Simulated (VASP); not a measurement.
MnS, 2 atoms in the cell. Symmetry: Fm-3m, No. 225, cubic system. The conventional cell has a = 4.872 Å, b = 4.872 Å, c = 4.872 Å, α = 90.00°, β = 90.00°, γ = 90.00°. Within 3.2 Å of Mn (site symmetry m-3m) lie 6 S at 2.44 Å. Within 3.2 Å of S (site symmetry m-3m) lie 6 Mn at 2.44 Å. 

* Program: VASP 6.6.1
* Task: single point
* Functional: PBEsol
* Dispersion: D4
* Potentials or basis: VASP PAW PBE potentials, release 64 (Mn_pv, S)
* Cutoff: 520 eV
* k mesh: 9 × 9 × 9
* Occupations: fermi-dirac, width 0.05 eV
* Spin: collinear spin, ferromagnetic start
* Starting moments: [4.0, 0.0] μB
* Dipole correction: no
* Further INCAR settings: ALGO = Normal; EDIFF = 1e-06; NBANDS = 20

Potentials or basis: VASP PAW PBE potentials, release 64 (Mn_pv, S).

Command:

```console
$ cat potpaw_PBE.64/Mn_pv/POTCAR potpaw_PBE.64/S/POTCAR > POTCAR
$ mpirun -np 1 vasp_std > vasp.out
```

Hardware: 1 thread of Intel(R) Xeon(R) Platinum 8488C (Sapphire Rapids), with other jobs on the host.

**Question.** How long does it take, and how much memory?

**Answer.** Wall time 37 s on 1 thread of Intel(R) Xeon(R) Platinum 8488C (Sapphire Rapids) (shared host), peak memory 0.19 GiB. Counts: scf iterations 15, k points 35.
